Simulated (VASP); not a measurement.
Here is a VASP 6.6.1 calculation.

File INCAR:

```
SYSTEM = MoS2
PREC = Accurate
ENCUT = 520
EDIFF = 1E-6
ISMEAR = 1
SIGMA = 0.1
LREAL = .False.
LASPH = .True.
NELM = 80
ALGO = Normal
ISIF = 2
LWAVE = .False.
LCHARG = .True.
GGA = PE
LELF = .True.
LVHAR = .True.
NBANDS = 35
```

The input KPOINTS:

```
Automatic mesh
0
Gamma
  8 8 2
  0 0 0
```

POSCAR

```
MoS2
1.0
    3.1477309028      0.0000000000      0.0000000000
   -1.5738654514      2.7260154182      0.0000000000
    0.0000000000      0.0000000000     12.2412860984
Mo S
2 4
Direct
    0.3333333333      0.6666666667      0.2500000000
    0.6666666667      0.3333333333      0.7500000000
    0.3333333333      0.6666666667      0.6230000000
    0.6666666667      0.3333333333      0.1230000000
    0.3333333333      0.6666666667      0.8770000000
    0.6666666667      0.3333333333      0.3770000000
```

Potentials or basis: VASP PAW PBE potentials, release 64 (Mo_sv, S).

Launch:

```sh
$ cat potpaw_PBE.64/Mo_sv/POTCAR potpaw_PBE.64/S/POTCAR > POTCAR
$ mpirun -np 1 vasp_std > vasp.out
```

Q: Estimate the pressure.

A: 5.1 GPa.

Q: Predict the largest force.

A: 0.250 eV/Å.

Q: Estimate the band gap on the k mesh.

A: 0.98 eV, indirect (least direct gap 1.99 eV).

Stress tensor (GPa, compression positive):
```
4.81 0.00 0.00
0.00 4.81 0.00
0.00 0.00 5.52
```

Caveat: this functional lacks dispersion, which binds the layers, so the pressure and a relaxed spacing across them are unreliable. A k mesh can miss the band edges.
